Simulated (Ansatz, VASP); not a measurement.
# KLi in VASP and in Ansatz

The input INCAR:

```
  PREC = Accurate
  ENCUT = 600
  EDIFF = 1E-6
  ISMEAR = 0
  SIGMA = 0.1
  LREAL = False
  LASPH = True
  NELM = 80
  ALGO = Fast
  ISIF = 3
  LWAVE = False
  LCHARG = False
  GGA = PE
  IBRION = 2
  NSW = 100
  EDIFFG = -0.01
```

File KPOINTS:

```
regular mesh
0
Gamma
  14 14 14
```

File POSCAR:

```
KLi
1.0
    0.0000000000      3.7168119974      3.7168119974
    3.7168119974      0.0000000000      3.7168119974
    3.7168119974      3.7168119974      0.0000000000
K Li
1 1
Direct
    0.0000000000      0.0000000000      0.0000000000
    0.5000000000      0.5000000000      0.5000000000
```

Input for Ansatz:

```yaml
crystal:
  lattice:
    - [0.0, 3.7168119974, 3.7168119974]
    - [3.7168119974, 0.0, 3.7168119974]
    - [3.7168119974, 3.7168119974, 0.0]
  atoms:
    - { symbol: K, position: [0.0, 0.0, 0.0] }
    - { symbol: Li, position: [0.5, 0.5, 0.5] }
basis:
  ecutwfc: 420
kpoints:
  mp_grid: { grid: [14, 14, 14] }
hamiltonian:
  xc: pbe
scf:
  occupations: { method: gaussian, width: 0.1 }
output:
  forces: true
  stress: true
  eigenvalues: true
relax:
  adjacent_minimum: "off"
  f_tol: 0.01
  max_steps: 80
  cell: { stress_tol: 0.05 }
```

Alike in both runs: task relaxation of cell and atoms; functional PBE; k mesh 14 × 14 × 14; occupations gaussian, width 0.1 eV; no spin polarisation.

|  | VASP | Ansatz |
| --- | --- | --- |
| version | VASP 6.6.1 | Ansatz 0.2.0 |
| potentials or method | VASP PAW PBE potentials, release 64 (K_sv, Li_sv), cutoff 600 eV | scalar-relativistic, plane waves, PAW |
| valence electrons in the cell | 12 | 12 |

|  | VASP | Ansatz | Ansatz less VASP |
| --- | --- | --- | --- |
| gap on the k mesh at the Fermi level, each at its own relaxed structure (eV) | none | none | - |
| relaxed volume (Å³/atom) | 50.76 | 51.35 | +0.587 |
| relaxed cell length with the largest relative difference (Å) | 5.236 | 5.256 | +0.0201 |

A gap of «none» marks a metal or a gap that the smearing closes.

Noted on VASP's run: the cutoff is short for stress, so the pressure is rough.
